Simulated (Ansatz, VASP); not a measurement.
Two plane-wave programs on Si8HO16

```
Si O H
1.0
    -4.12460   -4.12460    0.00000
     4.12460   -4.12460    0.00000
     0.00000    0.00000    5.29480
Si O H
8 16 1
Cartesian
  -0.0021 -4.0828 0.0014
  2.0497 -2.0265 1.3206
  -0.0021 -4.0828 2.6398
  2.0432 -2.0419 3.9680
  -0.0385 -0.0135 0.0014
  -2.0904 -2.0698 1.3207
  -0.0386 -0.0135 2.6398
  -2.0837 -2.0544 3.9681
  1.2165 -2.8049 0.0137
  0.7941 -0.7746 1.3206
  -1.2630 -5.3550 0.0006
  3.2766 -3.3166 1.3207
  1.2165 -2.8048 2.6276
  0.7922 -0.7845 3.9681
  -1.2630 -5.3550 2.6407
  3.1663 -3.4560 3.9680
  -2.9023 -2.8659 0.0005
  0.8071 -4.9045 1.3207
  -1.2573 -1.2915 0.0138
  -0.8348 -3.3218 1.3207
  -2.9023 -2.8659 2.6408
  0.9176 -4.7651 3.9680
  -1.2572 -1.2915 2.6275
  -0.8330 -3.3120 3.9681
  -0.0206 -6.1727 3.9681
```

Alike in both runs: functional PBE; dispersion D3(BJ); k mesh 2 × 2 × 2; occupations fermi-dirac, width 0.05 eV; collinear spin.

Ansatz relaxed the structure, and its values are those at the end. VASP's run is a single point on that final structure, the one shown.

```csv
,VASP,Ansatz
version,VASP 6.6.1,Ansatz 0.2.0
potentials or method,"VASP PAW PBE potentials, release 64 (Si, O, H), cutoff 520 eV","scalar-relativistic, plane waves, PAW"
valence electrons in the cell,129,129
```

|  | VASP | Ansatz | Ansatz less VASP |
| --- | --- | --- | --- |
| rms of the force components (eV/Å) | 0.009 | 0.005 | -0.0042 |
| net moment per atom (μB) | 0.04 | 0.04 | 0.000 |
| size of the moment on the site where the two differ most (μB) | 0.37 | 0.51 | +0.136 |

Site moments also hang on the region over which each program counts them.

The k mesh is coarse, so the values compare programs but aren't converged.
